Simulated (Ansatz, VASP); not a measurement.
## CsCr3 in VASP and in Ansatz

The input INCAR:

```
PREC = Accurate
ENCUT = 600
EDIFF = 1E-6
ISMEAR = 0
SIGMA = 0.1
LREAL = False
LASPH = True
NELM = 150
ALGO = Normal
ISIF = 3
LWAVE = False
LCHARG = False
ISPIN = 2
MAGMOM = 0.23 4.02 4.02 4.02
LORBIT = 11
LMAXMIX = 4
GGA = PE
IBRION = 2
NSW = 90
EDIFFG = -0.04
```

The input KPOINTS:

```
regular mesh
0
Gamma
  4 4 4
```

File POSCAR:

```
CsCr3
1.0
    4.2872384804      0.0000000000      0.0000000000
    0.0000000000      4.2872384804      0.0000000000
    0.0000000000      0.0000000000      4.2872384804
Cs Cr
1 3
Direct
    0.0000000000      0.0000000000      0.0000000000
    0.0000000000      0.5000000000      0.5000000000
    0.5000000000      0.0000000000      0.5000000000
    0.5000000000      0.5000000000      0.0000000000
```

Input for Ansatz:

```yaml
crystal:
  lattice:
    - [4.2872384804, 0.0, 0.0]
    - [0.0, 4.2872384804, 0.0]
    - [0.0, 0.0, 4.2872384804]
  atoms:
    - { symbol: Cs, position: [0.0, 0.0, 0.0], spin: 0.23 }
    - { symbol: Cr, position: [0.0, 0.5, 0.5], spin: 4.02 }
    - { symbol: Cr, position: [0.5, 0.0, 0.5], spin: 4.02 }
    - { symbol: Cr, position: [0.5, 0.5, 0.0], spin: 4.02 }
basis:
  ecutwfc: 420
kpoints:
  mp_grid: { grid: [4, 4, 4] }
hamiltonian:
  xc: pbe
scf:
  occupations: { method: gaussian, width: 0.1 }
  lower_state_search: "off"
output:
  forces: true
  stress: true
  eigenvalues: true
  populations: true
magnetization:
  spin_polarized: true
relax:
  adjacent_minimum: "off"
  f_tol: 0.04
  max_steps: 70
  cell: { stress_tol: 0.4 }
```

Alike in both runs: task relaxation of cell and atoms; functional PBE; k mesh 4 × 4 × 4; occupations gaussian, width 0.1 eV; collinear spin.

|  | VASP | Ansatz |
| --- | --- | --- |
| version | VASP 6.6.1 | Ansatz 0.2.0 |
| potentials or method | VASP PAW PBE potentials, release 64 (Cs_sv, Cr_pv), cutoff 600 eV | scalar-relativistic, plane waves, PAW |
| valence electrons in the cell | 45 | 51 |

|  | VASP | Ansatz | Ansatz less VASP |
| --- | --- | --- | --- |
| gap on the k mesh at the Fermi level, each at its own relaxed structure (eV) | none | none | - |
| net moment per atom (μB) | 3.61 | 3.61 | +0.003 |
| size of the moment on the site where the two differ most (μB) | 4.05 | 4.38 | +0.329 |
| relaxed volume (Å³/atom) | 27.67 | 27.74 | +0.072 |
| relaxed length of the cell vector where the two differ most in proportion (Å) | 4.801 | 4.805 | +0.0042 |

Site moments also hang on the region over which each program counts them. A gap of «none» marks a metal or a gap that the smearing closes. VASP's potentials hold 45 valence electrons a cell and Ansatz's 51, so a difference there can come from the potentials and not from the codes.

The k mesh is coarse, so the values compare programs but aren't converged. Spin-orbit coupling is off throughout. Noted on VASP's run: the volume moved by over 15 % at a fixed basis, so the end points are rough.
